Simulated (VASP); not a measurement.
# Bi in VASP: single point with r2SCAN

Aim: the single point of Bi with r2SCAN.

Program: VASP 6.6.1. These are calculated values, not measurements. Logs are shortened: lines on timing, memory, paths and dates and some standing lists are left out, and cuts for length are marked.

**1. The cell of the first run**

The cell holds a slab with vacuum, 4 atoms: a = 5.118 Å, b = 4.475 Å, c = 29.360 Å, α = 90.00°, β = 90.00°, γ = 90.00°.

**2. Single point, r2SCAN (uniaxial y strain -1.0%)**

Input file POSCAR:

```
Bi
1.0
    5.1182504521      0.0000000000      0.0000000000
    0.0000000000      4.4745001291      0.0000000000
    0.0000000000      0.0000000000     29.3597916812
Bi
4
Direct
    0.0461279280      0.0000000000      0.3737883095
    0.4538720720      0.5000000000      0.3737883095
    0.5461279280      0.5000000000      0.2733552468
    0.9538720720      0.0000000000      0.2733552468
```

Input file INCAR.step1:

```
SYSTEM = Bi
PREC     = Accurate       ! precision mode
ENCUT    = 520            ! plane-wave cutoff, eV
ISMEAR   = -1             ! smearing method
SIGMA    = 0.02           ! smearing width, eV
LREAL    = .False.        ! projectors in reciprocal space
LASPH    = .True.         ! aspherical terms in the spheres
NELM     = 60             ! most SCF steps
LDIPOL   = .True.       
IDIPOL   = 3            
DIPOL    = 0.5 0.5 0.324
NBANDS   = 38             ! bands
GGA      = PE             ! functional
ALGO     = Normal         ! electronic algorithm
EDIFF    = 1E-4           ! SCF threshold, eV
LWAVE    = .True.         ! write WAVECAR
LCHARG   = .False.        ! write CHGCAR
```

Input file INCAR.step2:

```
SYSTEM = Bi
PREC     = Accurate       ! precision mode
ENCUT    = 520            ! plane-wave cutoff, eV
EDIFF    = 1E-6           ! SCF threshold, eV
ISMEAR   = -1             ! smearing method
SIGMA    = 0.02           ! smearing width, eV
LREAL    = .False.        ! projectors in reciprocal space
LASPH    = .True.         ! aspherical terms in the spheres
NELM     = 60             ! most SCF steps
ALGO     = Normal         ! electronic algorithm
ISIF     = 2              ! what is computed and relaxed
LWAVE    = .False.        ! write WAVECAR
LCHARG   = .True.         ! write CHGCAR
LDIPOL   = .True.       
IDIPOL   = 3            
DIPOL    = 0.5 0.5 0.324
METAGGA  = R2SCAN         ! meta-GGA
LMIXTAU  = .True.       
LELF     = .True.         ! ELF
LVHAR    = .True.       
LVACPOTAV= .True.       
NBANDS   = 38             ! bands
ISTART   = 1
```

Input file KPOINTS:

```
Automatic mesh
0
Gamma
  6 6 1
  0 0 0
```

Potentials or basis: VASP PAW PBE potentials, release 64 (Bi_d).

The run is started by

```bash
$ cat potpaw_PBE.64/Bi_d/POTCAR > POTCAR
$ cp INCAR.step1 INCAR
$ mpirun -np 1 vasp_std > vasp.out
$ cp INCAR.step2 INCAR
$ mpirun -np 1 vasp_std > vasp.out
```

OUTCAR:

```text
SYSTEM = Bi
   PREC = Accurate
   ENCUT = 520
   EDIFF = 1E-6
   ISMEAR = -1
   LREAL = .False.
   LASPH = .True.
   NELM = 60
   ISIF = 2
   METAGGA = R2SCAN
   ISTART = 1

 ion  position               nearest neighbor table
   1  0.046  0.000  0.374-   4 2.99   2 3.06   2 3.06   2 3.77   2 3.77
   2  0.454  0.500  0.374-   3 2.99   1 3.06   1 3.06   1 3.77   1 3.77
   3  0.546  0.500  0.273-   2 2.99   4 3.06   4 3.06   4 3.77   4 3.77
   4  0.954  0.000  0.273-   1 2.99   3 3.06   3 3.06   3 3.77   3 3.77

  LATTYP: Found a simple orthorhombic cell.
 ALAT       =     4.4745001291
 B/A-ratio  =     1.1438708916
 C/A-ratio  =     6.5615802512

  Lattice vectors:

 A1 = (   0.0000000000,  -4.4745001291,   0.0000000000)
 A2 = (   5.1182504521,   0.0000000000,   0.0000000000)
 A3 = (   0.0000000000,   0.0000000000,  29.3597916812)

Analysis of symmetry for initial positions (statically):
=====================================================================
 Subroutine PRICEL returns:
 Original cell was already a primitive cell.

 Routine SETGRP: Setting up the symmetry group for a
 simple orthorhombic supercell.

 Subroutine GETGRP returns: Found  8 space group operations
 (whereof  2 operations were pure point group operations)
 out of a pool of  8 trial point group operations.

The static configuration has the point symmetry C_1h.
 The point group associated with its full space group is D_2h.

Analysis of symmetry for dynamics (positions and initial velocities):
=====================================================================
 Subroutine PRICEL returns:
 Original cell was already a primitive cell.

 Routine SETGRP: Setting up the symmetry group for a
 simple orthorhombic supercell.

 Subroutine GETGRP returns: Found  8 space group operations
 (whereof  2 operations were pure point group operations)
 out of a pool of  8 trial point group operations.

The dynamic configuration has the point symmetry C_1h.
 The point group associated with its full space group is D_2h.

 Subroutine INISYM returns: Found  8 space group operations
 (whereof  2 operations are pure point group operations),
 and found     1 'primitive' translations

----------------------------------------------------------------------------------------

                                     Primitive cell

  volume of cell :     672.3866

  direct lattice vectors                    reciprocal lattice vectors
     5.118250452  0.000000000  0.000000000     0.195379263  0.000000000  0.000000000
     0.000000000  4.474500129  0.000000000     0.000000000  0.223488652  0.000000000
     0.000000000  0.000000000 29.359791681     0.000000000  0.000000000  0.034060187

  length of vectors
     5.118250452  4.474500129 29.359791681     0.195379263  0.223488652  0.034060187

  position of ions in fractional coordinates (direct lattice)
     0.046127928  0.000000000  0.373788310
     0.453872072  0.500000000  0.373788310
     0.546127928  0.500000000  0.273355247
     0.953872072  0.000000000  0.273355247

  ion indices of the primitive-cell ions
   primitive index   ion index
                 1           1
                 2           2
                 3           3
                 4           4

----------------------------------------------------------------------------------------

 KPOINTS: Automatic mesh

Automatic generation of k-mesh.
 Grid dimensions read from file:
 generate k-points for:    6    6    1

 Generating k-lattice:

  Cartesian coordinates                     Fractional coordinates (reciprocal lattice)
     0.032563210  0.000000000  0.000000000     0.166666667  0.000000000  0.000000000
     0.000000000  0.037248109  0.000000000     0.000000000  0.166666667  0.000000000
     0.000000000  0.000000000  0.034060187     0.000000000  0.000000000  1.000000000

  Length of vectors
     0.032563210  0.037248109  0.034060187

  Shift w.r.t. Gamma in fractional coordinates (k-lattice)
     0.000000000  0.000000000  0.000000000

 Subroutine IBZKPT returns following result:
 ===========================================

 Found     16 irreducible k-points:

 Following reciprocal coordinates:
            Coordinates               Weight
  0.000000  0.000000  0.000000      1.000000
  0.166667  0.000000  0.000000      2.000000
  0.333333  0.000000  0.000000      2.000000
  0.500000  0.000000  0.000000      1.000000
  0.000000  0.166667  0.000000      2.000000
  0.166667  0.166667  0.000000      4.000000
[... 8 lines left out ...]
  0.333333  0.500000  0.000000      2.000000
  0.500000  0.500000  0.000000      1.000000
   k-points           NKPTS =     16   k-points in BZ     NKDIM =     16   number of bands    NBANDS=     38
   number of dos      NEDOS =    301   number of ions     NIONS =      4
   total plane-waves  NPLWV = 322560
   dimension x,y,z NGX =    40 NGY =   36 NGZ =  224
   dimension x,y,z NGXF=    80 NGYF=   72 NGZF=  448
   ions per type =               4
   NGX,Y,Z   is equivalent  to a cutoff of  12.99, 13.38, 12.68 a.u.
   NGXF,Y,Z  is equivalent  to a cutoff of  25.98, 26.75, 25.37 a.u.
 SYSTEM =  Bi
   PREC   = accura    normal or accurate (medium, high low for compatibility)
   ISTART =      1    job   : 0-new  1-cont  2-samecut
   ICHARG =      0    charge: 1-file 2-atom 10-const
   ISPIN  =      1    spin polarized calculation?
   LNONCOLLINEAR =      F non collinear calculations
   LSORBIT =      F    spin-orbit coupling
   LASPH  =      T    aspherical Exc in radial PAW
   ENCUT  =  520.0 eV  38.22 Ry    6.18 a.u.   9.52  8.32 54.59*2*pi/ulx,y,z
   NELM   =     60;   NELMIN=  2; NELMDL=  0     # of ELM steps
   EDIFF  = 0.1E-05   stopping-criterion for ELM
   LREAL  =      F    real-space projection
   EDIFFG = 0.1E-04   stopping-criterion for IOM
   NSW    =      0    number of steps for IOM
   IBRION =     -1    ionic relax: 0-MD 1-quasi-New 2-CG
   NFREE  =      0    steps in history (QN), initial steepest desc. (CG)
   ISIF   =      2    stress and relaxation
   ISYM   =      2    0-nonsym 1-usesym 2-fastsym
   POTIM  = 0.5000    time-step for ionic-motion
   TEBEG  =    0.0;   TEEND  =   0.0 temperature during run
   PSTRESS=    0.0 pullay stress
   NELECT =      60.0000    total number of electrons
   NUPDOWN=      -1.0000    fix difference up-down
   EMIN   =  10.00;   EMAX   =-10.00  energy-range for DOS
   EFERMI =   0.00;   METHOD = LEGACY
   ISMEAR =    -1;   SIGMA  =   0.02  broadening in eV -4-tet -1-fermi 0-gaus
   EFERMI_NEDOS =   21; number of points for ismear=-14 and -15
   IALGO  =     38    algorithm
   IMIX   =      4    mixing-type and parameters
     AMIX     =   0.40;   BMIX     =  1.00
     AMIX_MAG =   1.60;   BMIX_MAG =  1.00
  volume/ion in A,a.u.               =     168.10      1134.37
  Fermi-wavevector in a.u.,A,eV,Ry     =   0.731564  1.382455  7.281643  0.535186
  Thomas-Fermi vector in A             =   1.823812
   LORBIT       =      0    0 simple, 1 ext, 2 COOP (PROOUT), +10 PAW based schemes
   METAGGA = R2SCAN    functional components
   LHFCALC =     F    Hartree Fock is set to
   AEXX    =    0.0000 exact exchange contribution
   IVDW    =     0    specifies the selected vdW correction
   LEPSILON=     F    determine dielectric tensor
   LRPA    =     F    only Hartree local field effects (RPA)
 non-spin polarized calculation
  energy-cutoff  :      520.00
  volume of cell :      672.39
 maximum number of plane-waves:     18163
 NGX is ok and might be reduce to    40
   NGX = 19   NGY = 17   NGZ =109

 number of electron      60.0000005 magnetization

 dipolmoment           0.000000      0.000000     -0.000000 electrons x Angstroem

 Free energy of the ion-electron system (eV)
  ---------------------------------------------------
  ext. energy  EPLUGINS =         0.00000000
  ---------------------------------------------------
  free energy    TOTEN  =      -233.50056713 eV

  energy without entropy =     -233.50056713  energy(sigma->0) =     -233.50056713

 E-fermi :  -1.6637     XC(G=0):  -2.4618

 val. band max:       -2.0315851115   @ k =   0.0000   0.0000   0.0000
 cond. band min:      -1.3001668419   @ k =   0.0000   0.0000   0.0000
 fundamental gap:      0.7314182696
 Fermi energy:        -1.6636713320

 k-point     1 :       0.0000    0.0000    0.0000
  band No.  band energies     occupation
      1     -25.3111      2.00000
      2     -25.3069      2.00000
      3     -25.2967      2.00000
      4     -25.1732      2.00000
      5     -25.1529      2.00000
      6     -25.1517      2.00000
[... 30 lines left out ...]
     37       2.2833      0.00000
     38       2.7592      0.00000

 k-point     2 :       0.1667    0.0000    0.0000
  band No.  band energies     occupation
      1     -25.3032      2.00000
      2     -25.2959      2.00000
      3     -25.2870      2.00000
      4     -25.1834      2.00000
      5     -25.1534      2.00000
      6     -25.1502      2.00000
[... 30 lines left out ...]
     37       2.3466      0.00000
     38       2.3864      0.00000

 k-point     3 :       0.3333    0.0000    0.0000
  band No.  band energies     occupation
      1     -25.2811      2.00000
      2     -25.2715      2.00000
      3     -25.2662      2.00000
      4     -25.2132      2.00000
      5     -25.1494      2.00000
      6     -25.1452      2.00000
[... 30 lines left out ...]
     37       2.5471      0.00000
     38       2.8751      0.00000

 k-point     4 :       0.5000    0.0000    0.0000
  band No.  band energies     occupation
      1     -25.2563      2.00000
      2     -25.2563      2.00000
      3     -25.2490      2.00000
      4     -25.2490      2.00000
      5     -25.1445      2.00000
      6     -25.1445      2.00000
[... 30 lines left out ...]
     37       3.3074      0.00000
     38       3.3074      0.00000
[... 375 lines left out ...]
      4     -25.1562      2.00000
      5     -25.1256      2.00000
      6     -25.1256      2.00000
[... 30 lines left out ...]
     37       3.5126      0.00000
     38       3.5126      0.00000

 k-point    15 :       0.3333    0.5000    0.0000
  band No.  band energies     occupation
      1     -25.2908      2.00000
      2     -25.2908      2.00000
      3     -25.1738      2.00000
      4     -25.1738      2.00000
      5     -25.1239      2.00000
      6     -25.1239      2.00000
[... 30 lines left out ...]
     37       3.0282      0.00000
     38       3.0282      0.00000

 k-point    16 :       0.5000    0.5000    0.0000
  band No.  band energies     occupation
      1     -25.2957      2.00000
      2     -25.2957      2.00000
      3     -25.1806      2.00000
      4     -25.1806      2.00000
      5     -25.1238      2.00000
      6     -25.1238      2.00000
[... 30 lines left out ...]
     37       4.1376      0.00000
     38       4.1376      0.00000

------------------------ aborting loop because EDIFF is reached ----------------------------------------

 vacuum level on the upper side and lower side of the slab       (xc-potential included)        -0.039        -0.039

  FORCE on cell =-STRESS in cart. coord.  units (eV):
  Direction    XX          YY          ZZ          XY          YZ          ZX
  --------------------------------------------------------------------------------------
  -------------------------------------------------------------------------------------
  Total        0.1105250      0.5559464      0.2012059      0.0000000      0.0000000      0.0000000
  in kB        0.2633613      1.3247211      0.4794377      0.0000000      0.0000000      0.0000000
  external PRESSURE =       0.6891733 kB  Pullay stress =       0.0000000 kB

 VOLUME and BASIS-vectors are now :
 -----------------------------------------------------------------------------
  energy-cutoff  :      520.00
  volume of cell :      672.39
      direct lattice vectors                 reciprocal lattice vectors
     5.118250452  0.000000000  0.000000000     0.195379263  0.000000000  0.000000000
     0.000000000  4.474500129  0.000000000     0.000000000  0.223488652  0.000000000
     0.000000000  0.000000000 29.359791681     0.000000000  0.000000000  0.034060187

 POSITION                                       TOTAL-FORCE (eV/Angst)
 -----------------------------------------------------------------------------------
      0.23609      0.00000     10.97435         0.037088     -0.000000      0.046588
      2.32303      2.23725     10.97435        -0.037088      0.000000      0.046588
      2.79522      2.23725      8.02565         0.037088     -0.000000     -0.046588
      4.88216      0.00000      8.02565        -0.037088      0.000000     -0.046588
 -----------------------------------------------------------------------------------
    total drift:                               -0.000000     -0.000000     -0.000099

  FREE ENERGIE OF THE ION-ELECTRON SYSTEM (eV)
  ---------------------------------------------------
  free  energy   TOTEN  =      -233.5005671344 eV

  energy  without entropy=     -233.5005671338  energy(sigma->0) =     -233.50056713

 vacuum level on the upper side and lower side of the slab         2.112         2.112
```

It took 84 min on 1 thread of Intel Xeon 8259CL, shared host; peak memory 0.93 GiB.

What came out:

- Free energy: -233.5006 eV
- Largest force: 0.060 eV/Å
- Band gap on the k mesh: 0.73 eV
- Ionisation potential of the upper face: 4.14 eV

Forces in eV/Å, atoms in the order of the input:
```
Bi   0.037  0.000  0.047
Bi  -0.037  0.000  0.047
Bi   0.037  0.000 -0.047
Bi  -0.037  0.000 -0.047
```

Levels at points of the mesh, in eV from the valence-band top:
| k point | band 28 | band 29 | band 30 | band 31 | band 32 | band 33 |
| --- | --- | --- | --- | --- | --- | --- |
| (0.00, 0.00, 0.00) | -1.40 | -0.85 | 0.00 | 0.73 | 2.80 | 2.85 |
| (0.50, 0.00, 0.00) | -0.90 | -0.39 | -0.39 | 1.16 | 1.16 | 2.12 |
| (0.00, 0.50, 0.00) | -1.46 | -1.35 | -1.35 | 1.08 | 1.08 | 1.40 |
| (0.50, 0.50, 0.00) | -2.92 | -1.45 | -1.45 | 2.59 | 2.59 | 4.70 |

Caveat: the cell differs from its parent crystal (uniaxial y strain -1.0%); the PAW data sets were made with another functional, which shifts forces and pressure a little; spin-orbit coupling is left out, which moves the levels of the heavy elements.
